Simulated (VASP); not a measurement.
# LaHg2 (Cmmm) in VASP: notebook, part 2 of 2

VASP 6.6.1. The steps go on from the part before.

## Step 3: Single point, LDA (shortest bond scaled by 0.76)

INCAR

```
SYSTEM = LaHg2
ALGO = Normal
EDIFF = 1E-6
ENCUT = 520
GGA = CA
ISIF = 2
ISMEAR = -1
LASPH = .True.
LCHARG = .False.
LREAL = .False.
LWAVE = .False.
NBANDS = 24
NELM = 100
PREC = Accurate
SIGMA = 0.05
```

KPOINTS

```
k-points
0
Gamma
  7 7 8
  0 0 0
```

POSCAR

```
LaHg2
1.0
    4.9580000000      0.0000000000      0.0000000000
   -2.4790000000      4.2937539520      0.0000000000
    0.0000000000      0.0000000000      3.6400000000
La Hg
1 2
Direct
    0.0000000000      0.0000000000      0.0000000000
    0.2533333333      0.6266666667      0.5000000000
    0.7466666667      0.3733333333      0.5000000000
```

Potentials or basis: VASP PAW LDA potentials, release 64 (La, Hg).

The run is started by

```sh
$ cat potpaw_LDA.64/La/POTCAR potpaw_LDA.64/Hg/POTCAR > POTCAR
$ mpirun -np 1 vasp_std > vasp.out
```

Run time: 65 s. Hardware: 1 thread of Intel Xeon 6975P-C (Granite Rapids), shared host; peak memory 0.29 GiB.

Results (log left out):

```yaml
Free_energy: -6.4242 eV
Pressure: 16.9 GPa
Largest_force: 13.615 eV/Å
Band_gap_on_the_k_mesh: zero (an odd number of electrons rules out a gap without spin polarisation)
```

Forces in eV/Å, atoms in the order of the input:
```
La    0.000   0.000   0.000
Hg   11.791   6.807   0.000
Hg  -11.791  -6.807   0.000
```

Stress tensor (GPa, compression positive):
```
36.90 20.18  0.00
20.18 13.59  0.00
 0.00  0.00  0.09
```

Levels at points of the mesh, in eV from the Fermi level:
```tsv
k point	band 13	band 14	band 15	band 16	band 17	band 18	band 19	band 20	band 21	band 22
(0.00, 0.00, 0.00)	-6.96	-6.62	-6.21	-1.47	-0.44	-0.20	-0.10	1.26	1.43	1.52
(0.00, 0.00, 0.50)	-6.32	-6.26	-5.45	-3.07	-0.16	0.65	1.10	1.19	1.41	1.44
```

Caveat: the cell differs from its parent crystal (shortest bond scaled by 0.76); the stress differs along the axes, from 0 to 37 GPa; spin-orbit coupling is left out, which moves the levels of the heavy elements; forces of over 1 eV/Å act on the atoms, so gaps and moduli don't describe the material at rest.

## Step 4: Single point, LDA (shortest bond scaled by 0.58)

INCAR

```
SYSTEM = LaHg2
PREC     = Accurate       ! precision mode
ENCUT    = 520            ! plane-wave cutoff, eV
EDIFF    = 1E-7           ! SCF threshold, eV
ISMEAR   = -1             ! smearing method
SIGMA    = 0.05           ! smearing width, eV
LREAL    = .FALSE.        ! projectors in reciprocal space
LASPH    = .TRUE.         ! aspherical terms in the spheres
NELM     = 100            ! most SCF steps
ALGO     = Normal         ! electronic algorithm
ISIF     = 2              ! what is computed and relaxed
LWAVE    = .FALSE.        ! write WAVECAR
LCHARG   = .FALSE.        ! write CHGCAR
GGA      = CA             ! functional
NBANDS   = 24             ! bands
```

KPOINTS

```
Automatic mesh
0
G
  7 7 8
  0 0 0
```

POSCAR

```
LaHg2
1.0
    4.9580000000      0.0000000000      0.0000000000
   -2.4790000000      4.2937539520      0.0000000000
    0.0000000000      0.0000000000      3.6400000000
La Hg
1 2
Direct
    0.0000000000      0.0000000000      0.0000000000
    0.1933333333      0.5966666667      0.5000000000
    0.8066666667      0.4033333333      0.5000000000
```

Potentials or basis: VASP PAW LDA potentials, release 64 (La, Hg).

The run is started by

```sh
$ cat potpaw_LDA.64/La/POTCAR potpaw_LDA.64/Hg/POTCAR > POTCAR
$ mpirun -np 1 vasp_std > vasp.out
```

OUTCAR:

```text
SYSTEM = LaHg2
   PREC = Accurate
   ENCUT = 520
   EDIFF = 1E-7
   ISMEAR = -1
   LREAL = .FALSE.
   LASPH = .TRUE.
   NELM = 100
   ISIF = 2
   GGA = CA

 ion  position               nearest neighbor table
   1  0.000  0.000  0.000-   2 3.19   2 3.19   3 3.19   3 3.19   3 3.19   3 3.19   2 3.19   2 3.19

   2  0.193  0.597  0.500-   3 1.66   1 3.19   1 3.19   1 3.19   1 3.19   3 3.62   3 3.62
   3  0.807  0.403  0.500-   2 1.66   1 3.19   1 3.19   1 3.19   1 3.19   2 3.62   2 3.62

[... 855 lines left out ...]

 [... further k-points ...]
[... 5 lines left out ...]
  --------------------------------------------------------------------------------------
  -------------------------------------------------------------------------------------
  Total      117.2553308     43.5357410      4.1662117     63.8430376      0.0000000      0.0000000
  in kB     2424.3656308    900.1429050     86.1403935   1320.0156016      0.0000000      0.0000000
  external PRESSURE =    1136.8829764 kB  Pullay stress =       0.0000000 kB

 VOLUME and BASIS-vectors are now :
 -----------------------------------------------------------------------------
  energy-cutoff  :      520.00
  volume of cell :       77.49
      direct lattice vectors                 reciprocal lattice vectors
     4.958000000  0.000000000  0.000000000     0.201694232  0.116448219  0.000000000
    -2.479000000  4.293753952  0.000000000     0.000000000  0.232896438  0.000000000
     0.000000000  0.000000000  3.640000000     0.000000000  0.000000000  0.274725275

 POSITION                                       TOTAL-FORCE (eV/Angst)
 -----------------------------------------------------------------------------------
      0.00000      0.00000      0.00000         0.000000      0.000000      0.000000
     -0.52059      2.56194      1.82000        83.119013     47.988785     -0.000000
      2.99959      1.73181      1.82000       -83.119013    -47.988785      0.000000
 -----------------------------------------------------------------------------------
    total drift:                                0.000000     -0.000000     -0.000000

  FREE ENERGIE OF THE ION-ELECTRON SYSTEM (eV)
  ---------------------------------------------------
  free  energy   TOTEN  =        15.7206461929 eV

  energy  without entropy=       15.7474903938  energy(sigma->0) =       15.73406829
```

Wall time 64 s (1 thread of Intel Xeon 6975P-C (Granite Rapids), shared host); peak memory 0.29 GiB.

What came out:

| Item | Value |
| --- | --- |
| Free energy | 15.7206 eV |
| Pressure | 113.7 GPa |
| Largest force | 95.978 eV/Å |
| Band gap on the k mesh | zero (an odd number of electrons rules out a gap without spin polarisation) |

Forces in eV/Å, atoms in the order of the input:
```
La    0.000   0.000   0.000
Hg   83.119  47.989   0.000
Hg  -83.119 -47.989   0.000
```

Caveat: the cell differs from its parent crystal (shortest bond scaled by 0.58); atoms lie so close that the PAW spheres overlap strongly, which falsifies energies and pressures; the stress differs along the axes, from 9 to 242 GPa; spin-orbit coupling is left out, which moves the levels of the heavy elements; forces of over 1 eV/Å act on the atoms, so gaps and moduli don't describe the material at rest.

## Step 5: The runs side by side

```csv
cell,gap on the mesh (eV),pressure (GPa),largest force (eV/Å)
"as given, shortest bond scaled by 0.88",none,0.7,3.03
"as given, shortest bond scaled by 0.76",none,16.9,13.61
"as given, shortest bond scaled by 0.58",none,113.7,95.98
```

Some of these runs hold the atoms at other places in the same cell, which the table doesn't show; runs alike in all that it shows share one row.

Alike in all rows: task single point; level LDA; potentials or basis VASP PAW LDA potentials, release 64 (La, Hg); no spin polarisation; k mesh 7 × 7 × 8; cutoff (eV) 520; smearing fermi-dirac 0.05 eV.

Caveats: spin-orbit coupling is left out, which moves the levels of the heavy elements; forces of over 1 eV/Å act on the atoms, so gaps and moduli don't describe the material at rest; the stress differs along the axes, from -2 to 4 GPa (at least some runs); the stress differs along the axes, from 0 to 37 GPa (at least some runs); atoms lie so close that the PAW spheres overlap strongly, which falsifies energies and pressures (at least some runs); the stress differs along the axes, from 9 to 242 GPa (at least some runs).

Total energies depend on the potentials used, so only differences within one code and one set of settings carry meaning.
